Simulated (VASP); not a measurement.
# Al33N31 (a cell with a defect) in VASP: further runs, part 2 of 2

VASP 6.6.1. The steps go on from the part before.

**3. Single point, PBEsol, collinear spin**

File INCAR:

```
PREC = Accurate ; ENCUT = 520
EDIFF = 1E-6 ; ISMEAR = -1
SIGMA = 0.05 ; LREAL = Auto
LASPH = True ; NELM = 200
ALGO = Normal ; ISIF = 2
LWAVE = False ; LCHARG = False
ISPIN = 2 ; MAGMOM = 0 0 0 0 0 0 0 0.2 0.2 0 0 0 0 0 0 0 0.2 0 0 0 0 0 0 0 0.2 0 0 0 0 0 0 0 0.2 0 0 0 0 0 0 0 0 0 0 0 0 0 0 0 0 0 0 0 0 0 0 0 0 0 0 0 0 0 0 0
LORBIT = 11 ; GGA = PS
NELECT = 253.0 ; ISYM = -1
NBANDS = 169 ; GGA_COMPAT = False
```

File KPOINTS:

```
explicit points
1
Reciprocal
  0.25000000   0.25000000   0.25000000 1
```

File POSCAR:

```
Al33N31
1.0
    8.7554440000      0.0000000000      0.0000000000
    0.0000000000      8.7554440000      0.0000000000
    0.0000000000      0.0000000000      8.7554440000
Al N
33 31
Direct
    0.0003410000      0.0003420000      0.0005370000
    0.0047450000      0.0047540000      0.4985570000
    0.0047410000      0.4983260000      0.0049300000
    0.0009850000      0.4999910000      0.5002050000
    0.4983250000      0.0047600000      0.0049500000
    0.4999830000      0.0010110000      0.5001850000
    0.4999510000      0.4999410000      0.0011910000
    0.4708790000      0.4708660000      0.4711180000
    0.6247190000      0.6247760000      0.6249320000
    0.2494420000      0.2494310000      0.0006490000
    0.2449430000      0.2449170000      0.4985060000
    0.2448600000      0.7517560000      0.0051310000
    0.2489020000      0.7497010000      0.5001300000
    0.7517490000      0.2448640000      0.0051250000
    0.7496790000      0.2488920000      0.5001710000
    0.7497110000      0.7497220000      0.0009860000
    0.7783830000      0.7784310000      0.4713900000
    0.2494380000      0.0004320000      0.2496340000
    0.2448580000      0.0049280000      0.7519960000
    0.2449120000      0.4982910000      0.2451100000
    0.2488830000      0.4999260000      0.7499410000
    0.7517550000      0.0049210000      0.2450740000
    0.7497080000      0.0007720000      0.7499310000
    0.7497060000      0.4999630000      0.2491140000
    0.7783670000      0.4712120000      0.7785820000
    0.0004540000      0.2494400000      0.2496410000
    0.0049310000      0.2448690000      0.7519960000
    0.0049380000      0.7517560000      0.2450620000
    0.0007740000      0.7497090000      0.7499280000
    0.4982720000      0.2449080000      0.2451320000
    0.4999210000      0.2488980000      0.7499300000
    0.4999170000      0.7497050000      0.2491210000
    0.4711540000      0.7784230000      0.7786030000
    0.1250200000      0.1250650000      0.1252830000
    0.1249900000      0.1250290000      0.6251940000
    0.1249800000      0.6249790000      0.1252290000
    0.1250500000      0.6250730000      0.6252740000
    0.6249800000      0.1250230000      0.1252410000
    0.6250340000      0.1250690000      0.6252880000
    0.6250260000      0.6250570000      0.1252860000
    0.3742520000      0.3742850000      0.1252500000
    0.3675260000      0.3675920000      0.6255530000
    0.3742630000      0.8759310000      0.1255040000
    0.3672200000      0.8829340000      0.6247280000
    0.8759080000      0.3742960000      0.1255200000
    0.8828800000      0.3672740000      0.6247750000
    0.8758100000      0.8758370000      0.1250330000
    0.8825270000      0.8825700000      0.6256230000
    0.3742510000      0.1250050000      0.3744960000
    0.3742570000      0.1252950000      0.8761650000
    0.3675240000      0.6253060000      0.3677890000
    0.3672720000      0.6245490000      0.8831330000
    0.8759150000      0.1252980000      0.3744930000
    0.8757990000      0.1247940000      0.8760560000
    0.8828650000      0.6245960000      0.3675070000
    0.8825020000      0.6254270000      0.8828030000
    0.1249700000      0.3742980000      0.3745050000
    0.1252460000      0.3742830000      0.8761800000
    0.1252270000      0.8759480000      0.3744950000
    0.1247470000      0.8758250000      0.8760550000
    0.6253170000      0.3675760000      0.3677650000
    0.6245520000      0.3673160000      0.8831290000
    0.6245360000      0.8829120000      0.3674980000
    0.6254180000      0.8825570000      0.8828090000
```

Potentials or basis: VASP PAW PBE potentials, release 64 (Al, N).

Started as:

```sh
$ cat potpaw_PBE.64/Al/POTCAR potpaw_PBE.64/N/POTCAR > POTCAR
$ mpirun -np 1 vasp_std > vasp.out
```

It took 12 min on 1 thread of Intel Xeon Platinum 8488C (Sapphire Rapids), shared host; peak memory 0.97 GiB.

It converged, with:

| Property | Result |
| --- | --- |
| Free energy | -492.3392 eV |
| Largest force | 0.026 eV/Å |
| Net moment | 3.00 μB per cell |
| Site moments | Al +0.00, +0.01, -0.00, +0.07, +0.38, +0.06 (each value once); N +0.00, +0.01, -0.00, +0.04, +0.05 (each value once) μB |
| Valence electrons inside the program's atomic spheres | Al 0.82, 0.83, 0.80, 0.87, 1.02 (each value once); N 3.84, 3.89 (each value once) |

Forces on the atoms (eV/Å):
```
Al  -0.003  0.003  0.010
Al   0.004  0.011 -0.007
Al   0.001 -0.002  0.017
Al   0.000 -0.006 -0.009
Al  -0.002  0.006  0.015
Al  -0.010  0.002 -0.007
Al  -0.002  0.002  0.009
Al  -0.013 -0.009 -0.016
Al  -0.002 -0.001 -0.002
Al  -0.002  0.006  0.012
Al  -0.009  0.003 -0.010
Al  -0.002  0.004  0.008
Al  -0.008  0.011  0.001
Al   0.005  0.004  0.010
Al   0.012  0.001 -0.005
Al   0.001  0.003  0.014
Al   0.010  0.009 -0.011
Al  -0.001  0.006  0.009
Al  -0.006  0.007 -0.001
Al  -0.005 -0.010  0.006
Al  -0.004  0.005  0.008
Al   0.006  0.008  0.002
Al   0.005  0.003  0.006
Al   0.007  0.000 -0.001
Al   0.010 -0.011  0.012
Al  -0.002  0.009  0.009
Al  -0.001  0.000  0.001
Al  -0.002  0.007  0.004
Al  -0.003  0.006  0.005
Al  -0.007  0.003  0.002
Al   0.001  0.002  0.009
Al   0.001  0.007  0.000
Al  -0.009  0.008  0.009
N    0.004 -0.006 -0.009
N    0.003 -0.004  0.005
N    0.003  0.000 -0.007
N    0.001 -0.003  0.002
N   -0.003 -0.004 -0.007
N   -0.001 -0.002  0.000
N   -0.001  0.000 -0.003
N    0.003 -0.003 -0.010
N    0.009 -0.001  0.015
N   -0.001 -0.001 -0.005
N    0.018 -0.019  0.000
N    0.001 -0.003 -0.007
N   -0.015  0.013 -0.005
N    0.000 -0.004 -0.013
N   -0.009 -0.013  0.010
N    0.005 -0.004  0.000
N    0.001 -0.003 -0.005
N    0.010  0.014  0.003
N    0.010 -0.006 -0.021
N   -0.002 -0.004  0.001
N    0.000 -0.007 -0.007
N   -0.012 -0.012  0.011
N   -0.005  0.006 -0.020
N    0.003 -0.001  0.000
N    0.005 -0.003 -0.007
N    0.007 -0.005 -0.003
N    0.000 -0.003 -0.006
N    0.010  0.002  0.009
N   -0.010  0.005 -0.021
N   -0.009 -0.016  0.010
N    0.002 -0.010 -0.019
```

Levels at points of the mesh, in eV from the Fermi level:
Spin up:
```csv
k point,band 125,band 126,band 127,band 128,band 129,band 130,band 131,band 132
"(0.25, 0.25, 0.25)",-2.75,-0.61,-0.41,-0.41,1.03,1.54,1.54,2.40
```
Spin down:
```tsv
k point	band 122	band 123	band 124	band 125	band 126	band 127	band 128	band 129
(0.25, 0.25, 0.25)	-2.81	-2.72	-2.72	-2.46	0.38	0.56	0.56	1.09
```

Caveat: the cell carries a net charge on a neutralising background, which shifts energy and pressure; the cell is charged against a uniform background, so pressure and absolute levels hang on convention; the PAW data sets were made with another functional, which shifts forces and pressure a little.
